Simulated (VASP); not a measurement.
# GaS (P6_3/mmc) in VASP: single point with PBE+D3(BJ)

Aim: the single point of GaS with PBE+D3(BJ).

Program: VASP 6.6.1. These are calculated values, not measurements. Logs are shortened: lines on timing, memory, paths and dates and some standing lists are left out, and cuts for length are marked.

**Measured values to compare with.**

“Vapor-liquid-solid growth of highly-mismatched semiconductor nanowires with high-fidelity van der Waals layer stacking”, 2022, arxiv:2211.03366 quotes, for a bulk crystal of GaS at 77 K: band gap 3.05 eV (direct).

The runs below are set against these values where they give the same quantity.

## 1. The cell of the first run

Symmetry: P6_3/mmc, No. 194, hexagonal system. Conventional cell: a = 3.591 Å, b = 3.591 Å, c = 15.419 Å, α = 90.00°, β = 90.00°, γ = 120.00°. Ga (site symmetry 3m) has 3 S at 2.34 Å and 1 Ga at 2.45 Å within 3.1 Å. S (site symmetry 3m) has 3 Ga at 2.34 Å within 3.1 Å.

## 2. Single point, PBE+D3(BJ)

Contents of INCAR:

```
SYSTEM = GaS
PREC = Accurate ; ENCUT = 500
EDIFF = 1E-6 ; ISMEAR = 0
SIGMA = 0.1 ; LREAL = .False.
LASPH = .True. ; NELM = 120
ALGO = Normal ; ISIF = 2
LWAVE = .False. ; LCHARG = .False.
GGA = PE ; IVDW = 12
NBANDS = 90 ; GGA_COMPAT = .False.
KPAR = 4
```

Contents of KPOINTS:

```
regular mesh
0
Gamma
  10 10 2
  0 0 0
```

Contents of POSCAR:

```
GaS
1.0
    7.1816521952      0.0000000000      0.0000000000
   -1.7954130488      3.1097466211      0.0000000000
    0.0000000000      0.0000000000     15.4187545500
Ga S
8 8
Direct
    0.1666666667      0.6666666667      0.1706489164
    0.6666666667      0.6666666667      0.1706489164
    0.3333333333      0.3333333333      0.6706489164
    0.8333333333      0.3333333333      0.6706489164
    0.1666666667      0.6666666667      0.3293510836
    0.6666666667      0.6666666667      0.3293510836
    0.3333333333      0.3333333333      0.8293510836
    0.8333333333      0.3333333333      0.8293510836
    0.1666666667      0.6666666667      0.6000444374
    0.6666666667      0.6666666667      0.6000444374
    0.3333333333      0.3333333333      0.1000444374
    0.8333333333      0.3333333333      0.1000444374
    0.1666666667      0.6666666667      0.8999555626
    0.6666666667      0.6666666667      0.8999555626
    0.3333333333      0.3333333333      0.3999555626
    0.8333333333      0.3333333333      0.3999555626
```

Potentials or basis: VASP PAW PBE potentials, release 64 (Ga_d, S).

Command:

```bash
$ cat potpaw_PBE.64/Ga_d/POTCAR potpaw_PBE.64/S/POTCAR > POTCAR
$ mpirun -np 4 vasp_std > vasp.out
```

OUTCAR:

```text
SYSTEM = GaS
   PREC = Accurate
   ENCUT = 500
   EDIFF = 1E-6
   ISMEAR = 0
   LREAL = .False.
   LASPH = .True.
   NELM = 120
   ISIF = 2
   GGA = PE
   IVDW = 12
 IVDW          = 12

 ion  position               nearest neighbor table
   1  0.167  0.667  0.171-  11 2.34  11 2.34  12 2.34   5 2.45
   2  0.667  0.667  0.171-  12 2.34  12 2.34  11 2.34   6 2.45
   3  0.333  0.333  0.671-   9 2.34   9 2.34  10 2.34   7 2.45
   4  0.833  0.333  0.671-  10 2.34  10 2.34   9 2.34   8 2.45
   5  0.167  0.667  0.329-  15 2.34  15 2.34  16 2.34   1 2.45
   6  0.667  0.667  0.329-  16 2.34  16 2.34  15 2.34   2 2.45
   7  0.333  0.333  0.829-  13 2.34  13 2.34  14 2.34   3 2.45
   8  0.833  0.333  0.829-  14 2.34  14 2.34  13 2.34   4 2.45
   9  0.167  0.667  0.600-   3 2.34   3 2.34   4 2.34
  10  0.667  0.667  0.600-   4 2.34   4 2.34   3 2.34
  11  0.333  0.333  0.100-   1 2.34   1 2.34   2 2.34
  12  0.833  0.333  0.100-   2 2.34   2 2.34   1 2.34
  13  0.167  0.667  0.900-   7 2.34   7 2.34   8 2.34
  14  0.667  0.667  0.900-   8 2.34   8 2.34   7 2.34
  15  0.333  0.333  0.400-   5 2.34   5 2.34   6 2.34
  16  0.833  0.333  0.400-   6 2.34   6 2.34   5 2.34

  Warning from LATTYP: Monoclinic adjustment (A1->A3, A2->A1, A3->A2)!
  LATTYP: Found a simple orthorhombic cell.
 ALAT       =     3.5908260976
 B/A-ratio  =     1.7320508076
 C/A-ratio  =     4.2939296226

  Lattice vectors:

 A1 = (   1.7954130488,  -3.1097466211,   0.0000000000)
 A2 = (   5.3862391464,   3.1097466211,   0.0000000000)
 A3 = (   0.0000000000,   0.0000000000,  15.4187545500)

Analysis of symmetry for initial positions (statically):
=====================================================================
 Subroutine PRICEL returns following result:

  LATTYP: Found a hexagonal cell.
 ALAT       =     3.5908260976
 C/A-ratio  =     4.2939296226

  Lattice vectors:

 A1 = (   3.5908260976,   0.0000000000,   0.0000000000)
 A2 = (  -1.7954130488,   3.1097466211,   0.0000000000)
 A3 = (   0.0000000000,   0.0000000000,  15.4187545500)

   2 primitive cells build up your supercell.

 Routine SETGRP: Setting up the symmetry group for a
 simple orthorhombic supercell.

 Subroutine GETGRP returns: Found  8 space group operations
 (whereof  4 operations were pure point group operations)
 out of a pool of  8 trial point group operations.

The static configuration has the point symmetry C_2h.
 The point group associated with its full space group is D_2h.

[... 139 lines left out ...]
   NSW    =      0    number of steps for IOM
   IBRION =     -1    ionic relax: 0-MD 1-quasi-New 2-CG
   NFREE  =      0    steps in history (QN), initial steepest desc. (CG)
   ISIF   =      2    stress and relaxation
   ISYM   =      2    0-nonsym 1-usesym 2-fastsym
   POTIM  = 0.5000    time-step for ionic-motion
   TEBEG  =    0.0;   TEEND  =   0.0 temperature during run
   PSTRESS=    0.0 pullay stress
   NELECT =     152.0000    total number of electrons
   NUPDOWN=      -1.0000    fix difference up-down
   EMIN   =  10.00;   EMAX   =-10.00  energy-range for DOS
   EFERMI =   0.00;   METHOD = LEGACY
   ISMEAR =     0;   SIGMA  =   0.10  broadening in eV -4-tet -1-fermi 0-gaus
   EFERMI_NEDOS =   21; number of points for ismear=-14 and -15
   IALGO  =     38    algorithm
   IMIX   =      4    mixing-type and parameters
     AMIX     =   0.40;   BMIX     =  1.00
     AMIX_MAG =   1.60;   BMIX_MAG =  1.00
  volume/ion in A,a.u.               =      21.52       145.24
  Fermi-wavevector in a.u.,A,eV,Ry     =   1.246493  2.355530 21.139978  1.553745
  Thomas-Fermi vector in A             =   2.380668
   LORBIT       =      0    0 simple, 1 ext, 2 COOP (PROOUT), +10 PAW based schemes
   GGA     = PE    functional components
   LHFCALC =     F    Hartree Fock is set to
   AEXX    =    0.0000 exact exchange contribution
   IVDW    =    12    specifies the selected vdW correction
   LEPSILON=     F    determine dielectric tensor
   LRPA    =     F    only Hartree local field effects (RPA)
 non-spin polarized calculation
 Gauss-broadening in eV      SIGMA  =   0.10
  energy-cutoff  :      500.00
  volume of cell :      344.35
 maximum number of plane-waves:      8794
 NGX is ok and might be reduce to    54
   NGX = 27   NGY = 13   NGZ = 57

 number of electron     151.9999990 magnetization

 Free energy of the ion-electron system (eV)
  ---------------------------------------------------
  ext. energy  EPLUGINS =         0.00000000
  ---------------------------------------------------
  free energy    TOTEN  =       -66.42493320 eV

  energy without entropy =      -66.42493320  energy(sigma->0) =      -66.42493320

 E-fermi :   4.4511     XC(G=0):  -9.5052

 val. band max:        3.9789728022   @ k =   0.0000   0.0000   0.0000
 cond. band min:       5.5360698762   @ k =   0.0000   0.0000   0.0000
 fundamental gap:      1.5570970740
 Fermi energy:         4.4511333715

 k-point     1 :       0.0000    0.0000    0.0000
  band No.  band energies     occupation
      1     -11.1509      2.00000
      2     -11.1464      2.00000
      3     -11.0773      2.00000
      4     -11.0718      2.00000
      5     -11.0023      2.00000
      6     -10.9993      2.00000
[... 2173 lines left out ...]
     87       8.2933      0.00000
     88       8.4731      0.00000

 [... further k-points ...]

 [bands above 88 left out]

------------------------ aborting loop because EDIFF is reached ----------------------------------------

 Edisp (eV)   -4.37468

 E8    (eV) :    -1.8189

  FORCE on cell =-STRESS in cart. coord.  units (eV):
  Direction    XX          YY          ZZ          XY          YZ          ZX
  --------------------------------------------------------------------------------------
  -------------------------------------------------------------------------------------
  Total      -0.20656    -0.20463     0.08575    -0.00167    -0.00000     0.00000
  in kB      -0.96106    -0.95210     0.39898    -0.00776    -0.00000     0.00000
  external pressure =       -0.50 kB  Pullay stress =        0.00 kB

 VOLUME and BASIS-vectors are now :
 -----------------------------------------------------------------------------
  energy-cutoff  :      500.00
  volume of cell :      344.35
      direct lattice vectors                 reciprocal lattice vectors
     7.181652195  0.000000000  0.000000000     0.139243725  0.080392402  0.000000000
    -1.795413049  3.109746621  0.000000000     0.000000000  0.321569607  0.000000000
     0.000000000  0.000000000 15.418754550     0.000000000  0.000000000  0.064856081

 POSITION                                       TOTAL-FORCE (eV/Angst)
 -----------------------------------------------------------------------------------
      0.00000      2.07316      2.63119         0.000196      0.000113     -0.006625
      3.59083      2.07316      2.63119         0.000196      0.000113     -0.006625
      1.79541      1.03658     10.34057        -0.000196     -0.000113     -0.006625
      5.38624      1.03658     10.34057        -0.000196     -0.000113     -0.006625
      0.00000      2.07316      5.07818         0.000196      0.000113      0.006625
      3.59083      2.07316      5.07818         0.000196      0.000113      0.006625
[... 8 lines left out ...]
      1.79541      1.03658      6.16682         0.000015      0.000009     -0.003270
      5.38624      1.03658      6.16682         0.000015      0.000009     -0.003270
 -----------------------------------------------------------------------------------
    total drift:                               -0.000000      0.000000     -0.000000

  FREE ENERGIE OF THE ION-ELECTRON SYSTEM (eV)
  ---------------------------------------------------
  free  energy   TOTEN  =       -70.7996128659 eV

  energy  without entropy=      -70.7996128659  energy(sigma->0) =      -70.79961287
```

Wall time 11 min (4 MPI ranks of Oxide Virtual Turin-like, shared host); peak memory 1.4 GiB.

What came out:

```yaml
Free_energy: -70.7996 eV
Pressure: -0.1 GPa
Largest_force: 0.007 eV/Å
Band_gap_on_the_k_mesh: 1.56 eV
Dispersion_energy_per_atom: -0.273 eV
```

Forces in eV/Å, atoms in the order of the input:
```
Ga   0.000  0.000 -0.007
Ga   0.000  0.000 -0.007
Ga   0.000  0.000 -0.007
Ga   0.000  0.000 -0.007
Ga   0.000  0.000  0.007
Ga   0.000  0.000  0.007
Ga   0.000  0.000  0.007
Ga   0.000  0.000  0.007
S    0.000  0.000  0.003
S    0.000  0.000  0.003
S    0.000  0.000  0.003
S    0.000  0.000  0.003
S    0.000  0.000 -0.003
S    0.000  0.000 -0.003
S    0.000  0.000 -0.003
S    0.000  0.000 -0.003
```

Levels at points of the mesh, in eV from the valence-band top:
| k point | band 72 | band 73 | band 74 | band 75 | band 76 | band 77 | band 78 | band 79 | band 80 | band 81 |
| --- | --- | --- | --- | --- | --- | --- | --- | --- | --- | --- |
| (0.00, 0.00, 0.00) | -1.52 | -1.46 | -1.42 | -1.42 | 0.00 | 1.56 | 1.65 | 1.70 | 2.06 | 2.35 |
| (0.50, 0.00, 0.00) | -2.05 | -1.02 | -1.02 | -0.62 | -0.62 | 2.33 | 2.33 | 2.76 | 2.76 | 2.77 |
| (0.00, 0.50, 0.00) | -2.36 | -2.24 | -2.24 | -1.67 | -1.67 | 1.56 | 1.56 | 1.70 | 1.70 | 2.06 |
| (0.50, 0.50, 0.00) | -2.17 | -1.79 | -1.79 | -1.34 | -1.34 | 2.27 | 2.27 | 2.64 | 2.64 | 2.96 |
| (0.00, 0.00, 0.50) | -1.45 | -1.45 | -1.45 | -0.73 | -0.73 | 1.77 | 1.77 | 2.06 | 2.06 | 2.09 |
| (0.50, 0.00, 0.50) | -2.10 | -0.76 | -0.76 | -0.76 | -0.76 | 2.49 | 2.49 | 2.49 | 2.49 | 2.86 |
| (0.00, 0.50, 0.50) | -2.58 | -1.95 | -1.95 | -1.95 | -1.95 | 1.77 | 1.77 | 1.77 | 1.77 | 2.06 |
| (0.50, 0.50, 0.50) | -2.41 | -1.57 | -1.57 | -1.57 | -1.57 | 2.45 | 2.45 | 2.45 | 2.45 | 3.11 |

## 3. Comparison with measurements

Step 2. Measured gap of GaS: 3.05 eV (direct; 77 K; quoted in “Vapor-liquid-solid growth of highly-mismatched semiconductor nanowires with high-fidelity van der Waals layer stacking”, 2022, arxiv:2211.03366). This calculation gives 1.56 eV (-1.49 eV). 3 values of this kind are on record (2.53 to 3.05 eV); this one was drawn at random among those near their median. Spin-orbit coupling on Ga is left out. The value is that of PBE+D3(BJ) on a finite k mesh, which can miss the band edges, without temperature or zero-point motion. Semilocal functionals fall short of measured gaps as a rule.
